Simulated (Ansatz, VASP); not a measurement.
One calculation of Ag, two programs

File INCAR:

```
SYSTEM = Ag
  ALGO = Fast
  EDIFF = 1E-7
  ENCUT = 520
  GGA = PE
  ISIF = 2
  ISMEAR = 0
  LASPH = .TRUE.
  LCHARG = .TRUE.
  LELF = .TRUE.
  LREAL = .FALSE.
  LVHAR = .TRUE.
  LWAVE = .FALSE.
  NBANDS = 12
  NELM = 60
  PREC = Accurate
  SIGMA = 0.15
```

The input KPOINTS:

```
k-points
0
G
  20 20 20
  0 0 0
```

The input POSCAR:

```
Ag
1.0
    0.0000000000      2.2065480000      2.0431000000
    2.2065480000      0.0000000000      2.0431000000
    2.2065480000      2.2065480000      0.0000000000
Ag
1
Direct
    0.0000000000      0.0000000000      0.0000000000
```

Input for Ansatz:

```yaml
crystal:
  lattice:
    - [0.0, 2.206548, 2.0431]
    - [2.206548, 0.0, 2.0431]
    - [2.206548, 2.206548, 0.0]
  atoms:
    - { symbol: Ag, position: [0.0, 0.0, 0.0] }
basis:
  ecutwfc: 420
kpoints:
  mp_grid: { grid: [20, 20, 20] }
hamiltonian:
  xc: pbe
scf:
  occupations: { method: gaussian, width: 0.15 }
output:
  forces: true
  stress: true
  eigenvalues: true
```

Change from the starting cell: strain +0.080 along x and y, +0.000 along z, atoms carried along.

Alike in both runs: task single point; functional PBE; k mesh 20 × 20 × 20; occupations gaussian, width 0.15 eV; no spin polarisation.

|  | VASP | Ansatz |
| --- | --- | --- |
| version | VASP 6.6.1 | Ansatz 0.2.0 |
| potentials or method | VASP PAW PBE potentials, release 64 (Ag), cutoff 520 eV | scalar-relativistic, plane waves, PAW |
| valence electrons in the cell | 11 | 19 |

```tsv
	VASP	Ansatz	Ansatz less VASP
gap on the k mesh at the Fermi level (eV)	none	none	-
pressure (GPa)	-7.2	-7.1	+0.02
traceless stress, the component that is largest in VASP (GPa)	0.83	0.84	+0.011
```

A gap of «none» marks a metal or a gap that the smearing closes. The functional is the same, so the differences come from potentials, cutoffs and numerics. VASP's potentials hold 11 valence electrons a cell and Ansatz's 19, so a difference there can come from the potentials and not from the codes.
